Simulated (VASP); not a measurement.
# Si (Fd-3m) in VASP: a series of runs

Si is run at these levels: PBEsol; tasks: elastic constants.

Program: VASP 6.6.1. These are calculated values, not measurements. Logs are shortened: lines on timing, memory, paths and dates and some standing lists are left out, and cuts for length are marked.

### Step 1. The cell of the first run

The structure is cubic, space group Fd-3m (No. 227). The conventional cell has a = 5.181 Å, b = 5.181 Å, c = 5.181 Å, α = 90.00°, β = 90.00°, γ = 90.00°. Si (site symmetry -43m) has 4 Si at 2.24 Å within 3.0 Å.

### Step 2. Elastic constants, PBEsol

File INCAR:

```
SYSTEM = Si
PREC = Accurate
ENCUT = 600
EDIFF = 1E-8
ISMEAR = 0
SIGMA = 0.01
LREAL = .FALSE.
LASPH = .TRUE.
NELM = 100
ALGO = Normal
ISIF = 3
LWAVE = .FALSE.
LCHARG = .FALSE.
GGA = PS
IBRION = 6
NFREE = 2
POTIM = 0.015
NSW = 1
```

File KPOINTS:

```
regular mesh
0
G
  12 12 12
  0 0 0
```

File POSCAR:

```
Si
1.0
    0.0000000000      2.5906052886      2.5906052886
    2.5906052886      0.0000000000      2.5906052886
    2.5906052886      2.5906052886      0.0000000000
Si
2
Direct
    0.5000000000      0.5000000000      0.5000000000
    0.7500000000      0.7500000000      0.7500000000
```

Potentials or basis: VASP PAW PBE potentials, release 64 (Si).

Launch:

```
$ cat potpaw_PBE.64/Si/POTCAR > POTCAR
$ mpirun -np 1 vasp_std > vasp.out
```

OUTCAR:

```text
SYSTEM = Si
   PREC = Accurate
   ENCUT = 600
   EDIFF = 1E-8
   ISMEAR = 0
   LREAL = .FALSE.
   LASPH = .TRUE.
   NELM = 100
   ISIF = 3
   GGA = PS
   IBRION = 6
   NFREE = 2
   POTIM = 0.015
   NSW = 1

 ion  position               nearest neighbor table
   1  0.500  0.500  0.500-   2 2.24   2 2.24   2 2.24   2 2.24
   2  0.750  0.750  0.750-   1 2.24   1 2.24   1 2.24   1 2.24

  LATTYP: Found a face centered cubic cell.
 ALAT       =     5.1812105772

  Lattice vectors:

 A1 = (   0.0000000000,   2.5906052886,   2.5906052886)
 A2 = (   2.5906052886,   0.0000000000,   2.5906052886)
 A3 = (   2.5906052886,   2.5906052886,   0.0000000000)

Analysis of symmetry for initial positions (statically):
=====================================================================
 Subroutine PRICEL returns:
 Original cell was already a primitive cell.

 Routine SETGRP: Setting up the symmetry group for a
 face centered cubic supercell.

 Subroutine GETGRP returns: Found 48 space group operations
 (whereof 24 operations were pure point group operations)
 out of a pool of 48 trial point group operations.

The static configuration has the point symmetry T_d .
 The point group associated with its full space group is O_h .

Analysis of symmetry for dynamics (positions and initial velocities):
=====================================================================
 Subroutine PRICEL returns:
 Original cell was already a primitive cell.

 Routine SETGRP: Setting up the symmetry group for a
 face centered cubic supercell.

 Subroutine GETGRP returns: Found 48 space group operations
 (whereof 24 operations were pure point group operations)
 out of a pool of 48 trial point group operations.

The dynamic configuration has the point symmetry T_d .
 The point group associated with its full space group is O_h .

 Subroutine INISYM returns: Found 48 space group operations
 (whereof 24 operations are pure point group operations),
 and found     1 'primitive' translations

----------------------------------------------------------------------------------------

                                     Primitive cell

  volume of cell :      34.7723

  direct lattice vectors                    reciprocal lattice vectors
     0.000000000  2.590605289  2.590605289    -0.193005087  0.193005087  0.193005087
     2.590605289  0.000000000  2.590605289     0.193005087 -0.193005087  0.193005087
     2.590605289  2.590605289  0.000000000     0.193005087  0.193005087 -0.193005087

  length of vectors
     3.663669134  3.663669134  3.663669134     0.334294617  0.334294617  0.334294617

  position of ions in fractional coordinates (direct lattice)
     0.500000000  0.500000000  0.500000000
     0.750000000  0.750000000  0.750000000

  ion indices of the primitive-cell ions
   primitive index   ion index
                 1           1
                 2           2

----------------------------------------------------------------------------------------

 KPOINTS: regular mesh

Automatic generation of k-mesh.
 Grid dimensions read from file:
 generate k-points for:   12   12   12

 Generating k-lattice:

  Cartesian coordinates                     Fractional coordinates (reciprocal lattice)
    -0.016083757  0.016083757  0.016083757     0.083333333  0.000000000  0.000000000
     0.016083757 -0.016083757  0.016083757     0.000000000  0.083333333  0.000000000
     0.016083757  0.016083757 -0.016083757     0.000000000  0.000000000  0.083333333

  Length of vectors
     0.027857885  0.027857885  0.027857885

  Shift w.r.t. Gamma in fractional coordinates (k-lattice)
     0.000000000  0.000000000  0.000000000

 Subroutine IBZKPT returns following result:
 ===========================================

 Found     72 irreducible k-points:

 Following reciprocal coordinates:
            Coordinates               Weight
  0.000000  0.000000  0.000000      1.000000
  0.083333  0.000000  0.000000      8.000000
  0.166667  0.000000  0.000000      8.000000
[... 54 lines left out ...]
   EFERMI =   0.00;   METHOD = LEGACY
   ISMEAR =     0;   SIGMA  =   0.01  broadening in eV -4-tet -1-fermi 0-gaus
   EFERMI_NEDOS =   21; number of points for ismear=-14 and -15
   IALGO  =     38    algorithm
   IMIX   =      4    mixing-type and parameters
     AMIX     =   0.40;   BMIX     =  1.00
     AMIX_MAG =   1.60;   BMIX_MAG =  1.00
  volume/ion in A,a.u.               =      17.39       117.33
  Fermi-wavevector in a.u.,A,eV,Ry     =   1.003137  1.895654 13.691323  1.006284
  Thomas-Fermi vector in A             =   2.135669
   LORBIT       =      0    0 simple, 1 ext, 2 COOP (PROOUT), +10 PAW based schemes
   GGA     = PS    functional components
   LHFCALC =     F    Hartree Fock is set to
   AEXX    =    0.0000 exact exchange contribution
   IVDW    =     0    specifies the selected vdW correction
   LEPSILON=     F    determine dielectric tensor
   LRPA    =     F    only Hartree local field effects (RPA)
 finite differences with symmetry
 non-spin polarized calculation
 Gauss-broadening in eV      SIGMA  =   0.01
  energy-cutoff  :      600.00
  volume of cell :       34.77
 maximum number of plane-waves:      1211
 NGX is ok and might be reduce to    30
   NGX = 15   NGY = 15   NGZ = 15

--------------------------------------- Ionic step        1  -------------------------------------------

 number of electron       8.0000000 magnetization

 Free energy of the ion-electron system (eV)
  ---------------------------------------------------
  ext. energy  EPLUGINS =         0.00000000
  ---------------------------------------------------
  free energy    TOTEN  =       -11.22301254 eV

  energy without entropy =      -11.22301254  energy(sigma->0) =      -11.22301254

------------------------ aborting loop because EDIFF is reached ----------------------------------------

  FORCE on cell =-STRESS in cart. coord.  units (eV):
  Direction    XX          YY          ZZ          XY          YZ          ZX
  --------------------------------------------------------------------------------------
  -------------------------------------------------------------------------------------
  Total        3.9480455      3.9480455      3.9480455      0.0000000      0.0000000     -0.0000000
  in kB      181.9110116    181.9110116    181.9110116      0.0000000      0.0000000     -0.0000000
  external PRESSURE =     181.9110116 kB  Pullay stress =       0.0000000 kB
[... 89 lines left out ...]
  FREE ENERGIE OF THE ION-ELECTRON SYSTEM (eV)
  ---------------------------------------------------
  free  energy   TOTEN  =       -11.1584017499 eV

  energy  without entropy=      -11.1583952198  energy(sigma->0) =      -11.15839848

[... ionic steps 4 to 12 ...]

--------------------------------------- Ionic step       13  -------------------------------------------

 number of electron       8.0000000 magnetization

------------------------ aborting loop because EDIFF is reached ----------------------------------------
[... 67 lines left out ...]
--------------------------------------- Ionic step       15  -------------------------------------------

 number of electron       8.0000000 magnetization

 Free energy of the ion-electron system (eV)
  ---------------------------------------------------
  ext. energy  EPLUGINS =         0.00000000
  ---------------------------------------------------
  free energy    TOTEN  =       -11.22101660 eV

  energy without entropy =      -11.22101660  energy(sigma->0) =      -11.22101660

 E-fermi :   7.4460     XC(G=0): -10.1042

 val. band max:        7.3906941857   @ k =   0.0000   0.0000   0.0000
 cond. band min:       7.4858977312   @ k =   0.0000   0.4167   0.4167
 fundamental gap:      0.0952035455
 Fermi energy:         7.4459587040

 k-point     1 :       0.0000    0.0000    0.0000
  band No.  band energies     occupation
      1      -5.7115      2.00000
      2       7.2388      2.00000
      3       7.3153      2.00000
      4       7.3907      2.00000
      5       9.8336      0.00000
      6       9.8742      0.00000
      7       9.9165      0.00000
      8      12.3202      0.00000
[... 243 lines left out ...]
 k-point    24 :      -0.4167    0.1667    0.0000
  band No.  band energies     occupation
      1      -2.6942      2.00000
      2      -0.0935      2.00000
      3       3.9351      2.00000
      4       5.5142      2.00000
      5       9.4155      0.00000
      6      11.6485      0.00000
      7      11.6912      0.00000
      8      15.7910      0.00000

 [... further k-points ...]
[... 5 lines left out ...]
  --------------------------------------------------------------------------------------
  -------------------------------------------------------------------------------------
  Total        3.9465508      3.9527297      3.9527297      0.0000000     -0.2584580      0.0000000
  in kB      181.8421414    182.1268437    182.1268437      0.0000000    -11.9087671      0.0000000
  external PRESSURE =     182.0319429 kB  Pullay stress =       0.0000000 kB
[... 17 lines left out ...]
  FREE ENERGIE OF THE ION-ELECTRON SYSTEM (eV)
  ---------------------------------------------------
  free  energy   TOTEN  =       -11.2210165999 eV

  energy  without entropy=      -11.2210165999  energy(sigma->0) =      -11.22101660

 INTERNAL STRAIN TENSORS FROM STRAINED CELLS
 ============================================

 INTERNAL STRAIN TENSOR FOR ION    1 for displacements in x,y,z  (eV/Angst):
          X           Y           Z          XY          YZ          ZX
  --------------------------------------------------------------------------------
  x    -0.00000    -0.00000     0.00000     0.00000    17.23362     0.00000
  y    -0.00000     0.00000     0.00000     0.00000     0.00000    17.23365
  z    -0.00000    -0.00000    -0.00000    17.23362     0.00000     0.00000

 INTERNAL STRAIN TENSORS FROM DISPLACED ATOMS
 ============================================

 INTERNAL STRAIN TENSOR FOR ION    1 for displacements in x,y,z  (eV/Angst):
          X           Y           Z          XY          YZ          ZX
  --------------------------------------------------------------------------------
  x    -0.00000     0.00000     0.00000     0.00000    17.23070     0.00000
  y     0.00000    -0.00000     0.00000     0.00000     0.00000    17.23070
  z     0.00000     0.00000    -0.00000    17.23070     0.00000     0.00000

 INTERNAL STRAIN TENSOR FOR ION    2 for displacements in x,y,z  (eV/Angst):
          X           Y           Z          XY          YZ          ZX
  --------------------------------------------------------------------------------
  x     0.00000     0.00000     0.00000     0.00000   -17.23070     0.00000
  y     0.00000     0.00000     0.00000     0.00000     0.00000   -17.23070
  z     0.00000     0.00000     0.00000   -17.23070     0.00000     0.00000

 Eigenvectors and eigenvalues of the dynamical matrix
 ----------------------------------------------------

   1 f  =   17.571244 THz   110.403379 2PiTHz  586.113596 cm-1    72.668792 meV
             X         Y         Z           dx          dy          dz
      2.590605  2.590605  2.590605     0.707107    0.000000    0.000000
      3.885908  3.885908  3.885908    -0.707107    0.000000    0.000000
[... 16 lines left out ...]
   5 f  =    0.000000 THz     0.000000 2PiTHz    0.000000 cm-1     0.000000 meV
             X         Y         Z           dx          dy          dz
      2.590605  2.590605  2.590605     0.707107    0.000000    0.000000
      3.885908  3.885908  3.885908     0.707107    0.000000    0.000000

   6 f/i=    0.000000 THz     0.000001 2PiTHz    0.000005 cm-1     0.000001 meV
             X         Y         Z           dx          dy          dz
      2.590605  2.590605  2.590605     0.000000    0.500000    0.500000
      3.885908  3.885908  3.885908     0.000000    0.500000    0.500000

--------------------------------------------------------------------------------------------------------

 ELASTIC MODULI CONTR FROM IONIC RELAXATION (kBar)
 Direction    XX          YY          ZZ          XY          YZ          ZX
 --------------------------------------------------------------------------------
 XX          -0.0000      0.0000      0.0000      0.0000      0.0000      0.0000
 YY           0.0000     -0.0000      0.0000      0.0000      0.0000      0.0000
 ZZ           0.0000      0.0000     -0.0000      0.0000      0.0000      0.0000
 XY           0.0000      0.0000      0.0000   -771.1426      0.0000      0.0000
 YZ           0.0000      0.0000      0.0000      0.0000   -771.1426      0.0000
 ZX           0.0000      0.0000      0.0000      0.0000      0.0000   -771.1426
 --------------------------------------------------------------------------------

 TOTAL ELASTIC MODULI (kBar)
 Direction    XX          YY          ZZ          XY          YZ          ZX
 --------------------------------------------------------------------------------
 XX        2012.0587   1166.1479   1166.1479     -0.0000      0.0000      0.0000
 YY        1166.1479   2012.0587   1166.1479      0.0000      0.0000      0.0000
 ZZ        1166.1479   1166.1479   2012.0587      0.0000     -0.0000     -0.0000
 XY          -0.0000      0.0000      0.0000    749.4848      0.0000      0.0000
 YZ           0.0000      0.0000     -0.0000      0.0000    749.4848      0.0000
 ZX           0.0000      0.0000     -0.0000      0.0000      0.0000    749.4848
 --------------------------------------------------------------------------------
```

Run time: 9.2 min. Hardware: 1 thread of AMD EPYC 9R45 (Zen 5), shared host; peak memory 0.33 GiB.

Results:

```yaml
Elastic_constants_C11_C12_C44: 201, 117, 75 GPa
Voigt_bulk_modulus: 145 GPa
Highest_phonon_frequency_at_Γ: 586 cm⁻¹
```

Phonon frequencies in cm⁻¹ (negative: imaginary):
```tsv
q point	frequencies
(0.000, 0.000, 0.000)	0 0 0 586 586 586
```

Elastic tensor in Voigt notation (GPa, in the Cartesian axes of the cell as first typed):
```
201 117 117   0   0   0
117 201 117   0   0   0
117 117 201   0   0   0
  0   0   0  75   0   0
  0   0   0   0  75   0
  0   0   0   0   0  75
```

Clamped-ion elastic tensor (GPa):
```
201 117 117   0   0   0
117 201 117   0   0   0
117 117 201   0   0   0
  0   0   0 152   0   0
  0   0   0   0 152   0
  0   0   0   0   0 152
```

Caveat: the cell is under stress, which shifts elastic constants; the PAW data sets were made with another functional, which shifts forces and pressure a little.

### Step 3. Elastic constants, PBEsol

This run uses another cell than the first one, of 18.79 Å³/atom.

File INCAR:

```
  PREC = Accurate
  ENCUT = 600
  EDIFF = 1E-8
  ISMEAR = 0
  SIGMA = 0.01
  LREAL = F
  LASPH = T
  NELM = 60
  ALGO = Normal
  ISIF = 3
  LWAVE = F
  LCHARG = F
  GGA = PS
  IBRION = 6
  NFREE = 2
  POTIM = 0.015
  NSW = 1
```

File KPOINTS:

```
regular mesh
0
Gamma
  12 12 12
```

File POSCAR:

```
Si
1.0
    0.0000000000      2.6586320657      2.6586320657
    2.6586320657      0.0000000000      2.6586320657
    2.6586320657      2.6586320657      0.0000000000
Si
2
Direct
    0.5000000000      0.5000000000      0.5000000000
    0.7500000000      0.7500000000      0.7500000000
```

Potentials or basis: VASP PAW PBE potentials, release 64 (Si).

Launch:

```
$ cat potpaw_PBE.64/Si/POTCAR > POTCAR
$ mpirun -np 1 vasp_std > vasp.out
```

Wall time 9.7 min (1 thread of AMD EPYC 9R45 (Zen 5), shared host); peak memory 0.35 GiB.

The run converged. Its results:

- Elastic constants C11, C12, C44: 177, 85, 76 GPa
- Voigt bulk modulus: 115 GPa
- Highest phonon frequency at Γ: 543 cm⁻¹

Phonon frequencies in cm⁻¹ (negative: imaginary):
```
              q point        frequencies
(0.000, 0.000, 0.000)  0 0 0 543 543 543
```

Elastic tensor in Voigt notation (GPa, in the Cartesian axes of the cell as first typed):
```
177  85  85   0   0   0
 85 177  85   0   0   0
 85  85 177   0   0   0
  0   0   0  76   0   0
  0   0   0   0  76   0
  0   0   0   0   0  76
```

Clamped-ion elastic tensor (GPa):
```
177  85  85   0   0   0
 85 177  85   0   0   0
 85  85 177   0   0   0
  0   0   0 124   0   0
  0   0   0   0 124   0
  0   0   0   0   0 124
```

Caveat: the cell is under stress, which shifts elastic constants; the PAW data sets were made with another functional, which shifts forces and pressure a little.

### Step 4. Elastic constants, PBEsol

This run uses another cell than the first one, of 15.90 Å³/atom.

File INCAR:

```
PREC = Accurate
ENCUT = 600
EDIFF = 1E-8
ISMEAR = 0
SIGMA = 0.01
LREAL = False
LASPH = True
NELM = 100
ALGO = Normal
ISIF = 3
LWAVE = False
LCHARG = False
GGA = PS
NBANDS = 11
IBRION = 6
NFREE = 2
POTIM = 0.015
NSW = 1
```

File KPOINTS:

```
regular mesh
0
Gamma
  14 14 14
```

File POSCAR:

```
Si
1.0
    0.0000000000      2.5144740744      2.5144740744
    2.5144740744      0.0000000000      2.5144740744
    2.5144740744      2.5144740744      0.0000000000
Si
2
Direct
    0.5000000000      0.5000000000      0.5000000000
    0.7500000000      0.7500000000      0.7500000000
```

Launch:

```
$ cat potpaw_PBE.64/Si/POTCAR > POTCAR
$ mpirun -np 1 vasp_std > vasp.out
```

Run time: 16 min. Hardware: 1 thread of AMD EPYC 9R45 (Zen 5), shared host; peak memory 0.5 GiB.

The run converged. Its results:

- Elastic constants C11, C12, C44: 229, 164, 51 GPa
- Voigt bulk modulus: 186 GPa
- Highest phonon frequency at Γ: 628 cm⁻¹

Phonon frequencies in cm⁻¹ (negative: imaginary):
```csv
q point,frequencies
"(0.000, 0.000, 0.000)",0 0 0 628 628 628
```

Elastic tensor in Voigt notation (GPa, in the Cartesian axes of the cell as first typed):
```
229 164 164   0   0   0
164 229 164   0   0   0
164 164 229   0   0   0
  0   0   0  51   0   0
  0   0   0   0  51   0
  0   0   0   0   0  51
```

Clamped-ion elastic tensor (GPa):
```
229 164 164   0   0   0
164 229 164   0   0   0
164 164 229   0   0   0
  0   0   0 187   0   0
  0   0   0   0 187   0
  0   0   0   0   0 187
```

Caveat: the cell is under stress, which shifts elastic constants; the PAW data sets were made with another functional, which shifts forces and pressure a little.
